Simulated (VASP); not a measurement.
# Ti7Si (Fm-3m) in VASP: relaxation of cell and atoms with PBE

Aim: the relaxation of cell and atoms of Ti7Si with PBE.

Everything below comes from runs of VASP 6.6.1. Logs are shortened: lines on timing, memory, paths and dates and some standing lists are left out, and cuts for length are marked.

## (1) The cell of the first run

Symmetry: Fm-3m, No. 225, cubic system. The conventional cell has a = 8.165 Å, b = 8.165 Å, c = 8.165 Å, α = 90.00°, β = 90.00°, γ = 90.00°. Ti (site symmetry mmm) has 10 Ti at 2.89 Å and 2 Si at 2.89 Å within 3.8 Å. Within 3.8 Å of Ti (site symmetry m-3m) lie 12 Ti at 2.89 Å. Within 3.8 Å of Si (site symmetry m-3m) lie 12 Ti at 2.89 Å.

## (2) Relaxation of cell and atoms, PBE

File INCAR:

```
ALGO = Fast ; EDIFF = 1E-7
EDIFFG = -0.015 ; ENCUT = 600
GGA = PE ; IBRION = 2
ISIF = 3 ; ISMEAR = 0
LASPH = True ; LCHARG = False
LREAL = False ; LWAVE = False
NELM = 80 ; NSW = 80
PREC = Accurate ; SIGMA = 0.1
```

File KPOINTS:

```
k-points
0
Gamma
  8 8 8
```

File POSCAR:

```
Ti7Si
1.0
   -4.0823454324      4.0823454324      0.0000000000
   -4.0823454324      0.0000000000      4.0823454324
    0.0000000000      4.0823454324      4.0823454324
Ti Si
7 1
Direct
    0.0000000000      0.0000000000      0.0000000000
    0.5000000000      0.0000000000      0.0000000000
    0.0000000000      0.5000000000      0.0000000000
    0.0000000000      0.0000000000      0.5000000000
    0.5000000000      0.0000000000      0.5000000000
    0.0000000000      0.5000000000      0.5000000000
    0.5000000000      0.5000000000      0.5000000000
    0.5000000000      0.5000000000      0.0000000000
```

Potentials or basis: VASP PAW PBE potentials, release 64 (Ti_sv, Si).

Started as:

```
cat potpaw_PBE.64/Ti_sv/POTCAR potpaw_PBE.64/Si/POTCAR > POTCAR
mpirun -np 1 vasp_std > vasp.out
```

OUTCAR:

```text
EDIFF = 1E-7
   EDIFFG = -0.015
   ENCUT = 600
   GGA = PE
   IBRION = 2
   ISIF = 3
   ISMEAR = 0
   LASPH = True
   LREAL = False
   NELM = 80
   NSW = 80
   PREC = Accurate

 ion  position               nearest neighbor table
   1  0.000  0.000  0.000-   2 2.89   3 2.89   4 2.89   4 2.89   5 2.89   6 2.89   3 2.89   6 2.89
                             8 2.89   2 2.89   5 2.89   8 2.89
   2  0.500  0.000  0.000-   1 2.89   5 2.89   8 2.89   4 2.89   5 2.89   7 2.89   3 2.89   7 2.89
                             8 2.89   1 2.89   3 2.89   4 2.89
   3  0.000  0.500  0.000-   1 2.89   6 2.89   8 2.89   4 2.89   6 2.89   7 2.89   1 2.89   2 2.89
                             4 2.89   2 2.89   7 2.89   8 2.89
   4  0.000  0.000  0.500-   1 2.89   5 2.89   6 2.89   1 2.89   2 2.89   3 2.89   3 2.89   6 2.89
                             7 2.89   2 2.89   5 2.89   7 2.89
   5  0.500  0.000  0.500-   2 2.89   4 2.89   7 2.89   1 2.89   2 2.89   8 2.89   6 2.89   7 2.89
                             8 2.89   1 2.89   4 2.89   6 2.89
   6  0.000  0.500  0.500-   3 2.89   4 2.89   7 2.89   1 2.89   3 2.89   8 2.89   1 2.89   4 2.89
                             5 2.89   5 2.89   7 2.89   8 2.89
   7  0.500  0.500  0.500-   5 2.89   6 2.89   8 2.89   2 2.89   3 2.89   8 2.89   2 2.89   4 2.89
                             5 2.89   3 2.89   4 2.89   6 2.89
   8  0.500  0.500  0.000-   2 2.89   3 2.89   7 2.89   5 2.89   6 2.89   7 2.89   1 2.89   2 2.89
                             5 2.89   1 2.89   3 2.89   6 2.89

  LATTYP: Found a face centered cubic cell.
 ALAT       =     8.1646908648

  Lattice vectors:

 A1 = (  -4.0823454324,   4.0823454324,   0.0000000000)
 A2 = (  -4.0823454324,   0.0000000000,   4.0823454324)
 A3 = (   0.0000000000,   4.0823454324,   4.0823454324)

Analysis of symmetry for initial positions (statically):
=====================================================================
 Subroutine PRICEL returns:
 Original cell was already a primitive cell.

 Routine SETGRP: Setting up the symmetry group for a
 face centered cubic supercell.

 Subroutine GETGRP returns: Found 48 space group operations
 (whereof  8 operations were pure point group operations)
 out of a pool of 48 trial point group operations.

The static configuration has the point symmetry D_2h.
 The point group associated with its full space group is O_h .

Analysis of symmetry for dynamics (positions and initial velocities):
=====================================================================
 Subroutine PRICEL returns:
 Original cell was already a primitive cell.

 Routine SETGRP: Setting up the symmetry group for a
 face centered cubic supercell.

 Subroutine GETGRP returns: Found 48 space group operations
 (whereof  8 operations were pure point group operations)
 out of a pool of 48 trial point group operations.

The dynamic configuration has the point symmetry D_2h.
 The point group associated with its full space group is O_h .

 Subroutine INISYM returns: Found 48 space group operations
 (whereof  8 operations are pure point group operations),
 and found     1 'primitive' translations

----------------------------------------------------------------------------------------

                                     Primitive cell

  volume of cell :     136.0690

  direct lattice vectors                    reciprocal lattice vectors
    -4.082345432  4.082345432  0.000000000    -0.122478611  0.122478611 -0.122478611
    -4.082345432  0.000000000  4.082345432    -0.122478611 -0.122478611  0.122478611
     0.000000000  4.082345432  4.082345432     0.122478611  0.122478611  0.122478611

  length of vectors
     5.773308277  5.773308277  5.773308277     0.212139178  0.212139178  0.212139178

  position of ions in fractional coordinates (direct lattice)
     0.000000000  0.000000000  0.000000000
     0.500000000  0.000000000  0.000000000
     0.000000000  0.500000000  0.000000000
     0.000000000  0.000000000  0.500000000
     0.500000000  0.000000000  0.500000000
     0.000000000  0.500000000  0.500000000
     0.500000000  0.500000000  0.500000000
     0.500000000  0.500000000  0.000000000

  ion indices of the primitive-cell ions
   primitive index   ion index
                 1           1
                 2           2
                 3           3
                 4           4
                 5           5
                 6           6
                 7           7
                 8           8

----------------------------------------------------------------------------------------

 KPOINTS: k-points

Automatic generation of k-mesh.
 Grid dimensions read from file:
 generate k-points for:    8    8    8

 Generating k-lattice:

  Cartesian coordinates                     Fractional coordinates (reciprocal lattice)
    -0.015309826  0.015309826 -0.015309826     0.125000000  0.000000000  0.000000000
    -0.015309826 -0.015309826  0.015309826     0.000000000  0.125000000  0.000000000
     0.015309826  0.015309826  0.015309826     0.000000000  0.000000000  0.125000000

  Length of vectors
     0.026517397  0.026517397  0.026517397

  Shift w.r.t. Gamma in fractional coordinates (k-lattice)
     0.000000000  0.000000000  0.000000000

 Subroutine IBZKPT returns following result:
 ===========================================

 Found     29 irreducible k-points:

 Following reciprocal coordinates:
            Coordinates               Weight
  0.000000  0.000000  0.000000      1.000000
  0.125000  0.000000  0.000000      8.000000
  0.250000  0.000000  0.000000      8.000000
  0.375000  0.000000  0.000000      8.000000
  0.500000  0.000000  0.000000      4.000000
  0.125000  0.125000  0.000000      6.000000
[... 16 lines left out ...]
  0.500000  0.250000  0.125000     48.000000
 -0.375000  0.250000  0.125000     24.000000
 [... further k-points ...]
   k-points           NKPTS =     29   k-points in BZ     NKDIM =     29   number of bands    NBANDS=     52
   number of dos      NEDOS =    301   number of ions     NIONS =      8
   total plane-waves  NPLWV = 110592
   dimension x,y,z NGX =    48 NGY =   48 NGZ =   48
   dimension x,y,z NGXF=    96 NGYF=   96 NGZF=   96
   ions per type =               7   1
   NGX,Y,Z   is equivalent  to a cutoff of  13.82, 13.82, 13.82 a.u.
   NGXF,Y,Z  is equivalent  to a cutoff of  27.64, 27.64, 27.64 a.u.
 SYSTEM =  unknown system
   PREC   = accura    normal or accurate (medium, high low for compatibility)
   ISTART =      0    job   : 0-new  1-cont  2-samecut
   ICHARG =      2    charge: 1-file 2-atom 10-const
   ISPIN  =      1    spin polarized calculation?
   LNONCOLLINEAR =      F non collinear calculations
   LSORBIT =      F    spin-orbit coupling
   LASPH  =      T    aspherical Exc in radial PAW
   ENCUT  =  600.0 eV  44.10 Ry    6.64 a.u.  11.53 11.53 11.53*2*pi/ulx,y,z
   NELM   =     80;   NELMIN=  2; NELMDL= -5     # of ELM steps
   EDIFF  = 0.1E-06   stopping-criterion for ELM
   LREAL  =      F    real-space projection
   EDIFFG = -.1E-01   stopping-criterion for IOM
   NSW    =     80    number of steps for IOM
   IBRION =      2    ionic relax: 0-MD 1-quasi-New 2-CG
   NFREE  =      1    steps in history (QN), initial steepest desc. (CG)
   ISIF   =      3    stress and relaxation
   ISYM   =      2    0-nonsym 1-usesym 2-fastsym
   POTIM  = 0.5000    time-step for ionic-motion
   TEBEG  =    0.0;   TEEND  =   0.0 temperature during run
   PSTRESS=    0.0 pullay stress
   NELECT =      88.0000    total number of electrons
   NUPDOWN=      -1.0000    fix difference up-down
   EMIN   =  10.00;   EMAX   =-10.00  energy-range for DOS
   EFERMI =   0.00;   METHOD = LEGACY
   ISMEAR =     0;   SIGMA  =   0.10  broadening in eV -4-tet -1-fermi 0-gaus
   EFERMI_NEDOS =   21; number of points for ismear=-14 and -15
   IALGO  =     68    algorithm
   IMIX   =      4    mixing-type and parameters
     AMIX     =   0.40;   BMIX     =  1.00
     AMIX_MAG =   1.60;   BMIX_MAG =  1.00
  volume/ion in A,a.u.               =      17.01       114.78
  Fermi-wavevector in a.u.,A,eV,Ry     =   1.415737  2.675355 27.270317  2.004312
  Thomas-Fermi vector in A             =   2.537145
   LORBIT       =      0    0 simple, 1 ext, 2 COOP (PROOUT), +10 PAW based schemes
   GGA     = PE    functional components
   LHFCALC =     F    Hartree Fock is set to
   AEXX    =    0.0000 exact exchange contribution
   IVDW    =     0    specifies the selected vdW correction
   LEPSILON=     F    determine dielectric tensor
   LRPA    =     F    only Hartree local field effects (RPA)
 conjugate gradient relaxation of ions
 non-spin polarized calculation
 RMM-DIIS sequential band-by-band and
 Gauss-broadening in eV      SIGMA  =   0.10
  energy-cutoff  :      600.00
  volume of cell :      136.07
 maximum number of plane-waves:      4573
 NGX is ok and might be reduce to    48
   NGX = 23   NGY = 23   NGZ = 23

--------------------------------------- Ionic step        1  -------------------------------------------

 number of electron      88.0000020 magnetization

 Free energy of the ion-electron system (eV)
  ---------------------------------------------------
  ext. energy  EPLUGINS =         0.00000000
  ---------------------------------------------------
  free energy    TOTEN  =       -61.48588804 eV

  energy without entropy =      -61.42367270  energy(sigma->0) =      -61.45478037

------------------------ aborting loop because EDIFF is reached ----------------------------------------

  FORCE on cell =-STRESS in cart. coord.  units (eV):
  Direction    XX          YY          ZZ          XY          YZ          ZX
  --------------------------------------------------------------------------------------
  -------------------------------------------------------------------------------------
  Total       -3.2048605     -3.2048605     -3.2048605      0.0000000     -0.0000000      0.0000000
  in kB      -37.7363996    -37.7363996    -37.7363996      0.0000000     -0.0000000      0.0000000
  external PRESSURE =     -37.7363996 kB  Pullay stress =       0.0000000 kB
[... 69 lines left out ...]
  energy  without entropy=      -61.4565887603  energy(sigma->0) =      -61.48534767

--------------------------------------- Ionic step        3  -------------------------------------------

 number of electron      88.0000005 magnetization

 Free energy of the ion-electron system (eV)
  ---------------------------------------------------
  ext. energy  EPLUGINS =         0.00000000
  ---------------------------------------------------
  free energy    TOTEN  =       -61.54188901 eV

  energy without entropy =      -61.48264488  energy(sigma->0) =      -61.51226694

 E-fermi :   8.7276     XC(G=0): -11.6203

 val. band max:        8.7218607702   @ k =   0.5000   0.2500   0.1250
 cond. band min:       8.7489391636   @ k =  -0.2500   0.3750   0.1250
 fundamental gap:      0.0270783934
 Fermi energy:         8.7276030566

 k-point     1 :       0.0000    0.0000    0.0000
  band No.  band energies     occupation
      1     -47.8774      2.00000
      2     -47.7489      2.00000
      3     -47.7489      2.00000
      4     -47.7489      2.00000
      5     -47.7041      2.00000
      6     -47.6996      2.00000
[... 1309 lines left out ...]
     51      10.2440      0.00000
     52      10.3447      0.00000

 [... further k-points ...]

------------------------ aborting loop because EDIFF is reached ----------------------------------------

  FORCE on cell =-STRESS in cart. coord.  units (eV):
  Direction    XX          YY          ZZ          XY          YZ          ZX
  --------------------------------------------------------------------------------------
  -------------------------------------------------------------------------------------
  Total       -0.0274237     -0.0274237     -0.0274237      0.0000000     -0.0000000     -0.0000000
  in kB       -0.3342514     -0.3342514     -0.3342514      0.0000000     -0.0000000     -0.0000000
  external PRESSURE =      -0.3342514 kB  Pullay stress =       0.0000000 kB
[... 23 lines left out ...]
  FREE ENERGIE OF THE ION-ELECTRON SYSTEM (eV)
  ---------------------------------------------------
  free  energy   TOTEN  =       -61.5418890054 eV

  energy  without entropy=      -61.4826448842  energy(sigma->0) =      -61.51226694

 reached required accuracy - stopping structural energy minimisation
```

Wall time 27 min (1 thread of Intel Xeon 6975P-C (Granite Rapids), shared host); peak memory 0.46 GiB.

Results:

```yaml
Free_energy: -61.5419 eV
Relaxed_volume: 16.43 Å³/atom
Relaxed_cell: a = 5.707 Å, b = 5.707 Å, c = 5.707 Å, α = 60.00°, β = 60.00°, γ = 60.00°
Space_group_after_relaxing_to_0.1_Å: Fm-3m (No. 225)
Energy_gained_by_relaxing: 7.0 meV/atom
Ionic_steps: 3
Pressure_after_relaxing: 0.0 GPa
Band_gap_on_the_k_mesh: zero (bands 44 and 45 overlap by 1.12 eV)
```

Step by step:
```tsv
step	energy change (eV)	largest force (eV/Å)	pressure (GPa)	volume (Å³)
1	0.0000	0.0000	-3.77	136.07
2	-0.0282	0.0000	2.92	128.33
3	-0.0560	0.0000	-0.03	131.45
```

Final structure:
```
Ti Si
1.0
    -4.03563    4.03563    0.00000
    -4.03563    0.00000    4.03563
     0.00000    4.03563    4.03563
Ti Si
7 1
Direct
  0.00000 0.00000 0.00000
  0.50000 0.00000 0.00000
  0.00000 0.50000 0.00000
  0.00000 0.00000 0.50000
  0.50000 0.00000 0.50000
  0.00000 0.50000 0.50000
  0.50000 0.50000 0.50000
  0.50000 0.50000 0.00000
```

The gap in the log of VASP goes by the Fermi energy; the results here count the filled bands.